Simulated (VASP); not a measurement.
Write the native input for VASP 6.6.1 that does the following.

| Property | Result |
| --- | --- |
| Task | single point |
| Functional | PBE |
| Potentials or basis | VASP PAW PBE potentials, release 64 (Ge_d, K_sv) |
| Cutoff | 520 eV |
| k mesh | 6 × 6 × 6 |
| Occupations | fermi-dirac, width 0.1 eV |
| Spin | no spin polarisation |
| Dipole correction | no |
| Further INCAR settings | ALGO = Normal; EDIFF = 1e-06; NBANDS = 28 |

The structure of K3Ge lies in POSCAR:

```
K3Ge
1.0
    0.0000000000      4.3110110000      4.3110110000
    4.3110110000      0.0000000000      4.3110110000
    4.3110110000      4.3110110000      0.0000000000
Ge K
1 3
Direct
    0.0000000000      0.0000000000      0.0000000000
    0.5000000000      0.5000000000      0.5000000000
    0.7500000000      0.7500000000      0.7500000000
    0.2500000000      0.2500000000      0.2500000000
```

One way to write it, as run:

INCAR

```
SYSTEM = K3Ge
ALGO = Normal
EDIFF = 1E-6
ENCUT = 520
GGA = PE
ISIF = 2
ISMEAR = -1
LASPH = .TRUE.
LCHARG = .FALSE.
LREAL = .FALSE.
LWAVE = .FALSE.
NBANDS = 28
NELM = 60
PREC = Accurate
SIGMA = 0.1
```

KPOINTS

```
k-points
0
G
  6 6 6
  0 0 0
```

Potentials or basis: VASP PAW PBE potentials, release 64 (Ge_d, K_sv).

Command:

```sh
$ cat potpaw_PBE.64/Ge_d/POTCAR potpaw_PBE.64/K_sv/POTCAR > POTCAR
$ mpirun -np 1 vasp_std > vasp.out
```

It gave:

```
Pressure               : 0.0 GPa
Band gap on the k mesh : zero (an odd number of electrons rules out a gap without spin polarisation)
```

Run time: 53 s on 1 thread of AMD EPYC 9R45 96-Core Processor (Zen 5) (shared host), peak memory 0.31 GiB.
